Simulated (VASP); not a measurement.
Runs of VASP 6.6.1 on SnTe. The structure is that of space group Fm-3m (No. 225), or close to it. The cells are those of the table. 

| cell | pressure (GPa) |
| --- | --- |
| a = 4.543 Å, angles 60.0°, 2 atoms | -2.7 |
| a = 4.365 Å, angles 60.0°, 2 atoms | 2.8 |
| a = 4.426 Å, angles 60.0°, 2 atoms | 0.5 |
| a = 4.515 Å, angles 60.0°, 2 atoms | -2.0 |
| a = 4.456 Å, angles 60.0°, 2 atoms | (a) |
| a = 4.485 Å, angles 60.0°, 2 atoms | (b) |
| a = 4.396 Å, angles 60.0°, 2 atoms | 1.6 |

Alike in all rows: task single point; level PBEsol; potentials or basis VASP PAW PBE potentials, release 64 (Sn_d, Te); no spin polarisation; k mesh 5 × 5 × 5; cutoff (eV) 520; smearing gaussian 0.01 eV.

Question: Estimate the missing entries.

Answer: (a) -0.4; (b) -1.2.

Caveats: the PAW data sets were made with another functional, which shifts forces and pressure a little.
